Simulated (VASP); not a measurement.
A run of VASP 6.6.1:

Contents of INCAR:

```
PREC = Accurate
ENCUT = 520
EDIFF = 1E-6
ISMEAR = 0
SIGMA = 0.1
LREAL = False
LASPH = True
NELM = 60
ALGO = Normal
ISIF = 2
LWAVE = False
LCHARG = False
GGA = PE
NBANDS = 41
```

File KPOINTS:

```
regular mesh
0
Gamma
  4 4 2
```

File POSCAR:

```
AlGa3P4
1.0
    3.7687221900      0.0000000000      0.0000000000
    0.0000000000      3.7687221900      0.0000000000
    0.0000000000      0.0000000000     10.6595560600
Al Ga P
1 3 4
Direct
    0.5000000000      0.5000000000      0.5000000000
    0.0000000000      0.0000000000      0.7500000000
    0.5000000000      0.5000000000      0.0000000000
    0.0000000000      0.0000000000      0.2500000000
    0.5000000000      0.0000000000      0.8750000000
    0.0000000000      0.5000000000      0.1250000000
    0.5000000000      0.0000000000      0.3750000000
    0.0000000000      0.5000000000      0.6250000000
```

Potentials or basis: VASP PAW PBE potentials, release 64 (Al, Ga_d, P).

Run with:

```console
$ cat potpaw_PBE.64/Al/POTCAR potpaw_PBE.64/Ga_d/POTCAR potpaw_PBE.64/P/POTCAR > POTCAR
$ mpirun -np 1 vasp_std > vasp.out
```

Hardware: 1 thread of AMD EPYC 7R43 64-Core Processor (Zen 3), with other jobs on the host.

Question: Estimate the wall time of this run.

Answer: Run time: 60 s on 1 thread of AMD EPYC 7R43 64-Core Processor (Zen 3) (shared host), peak memory 0.22 GiB. Counts: scf iterations 15, k points 12.
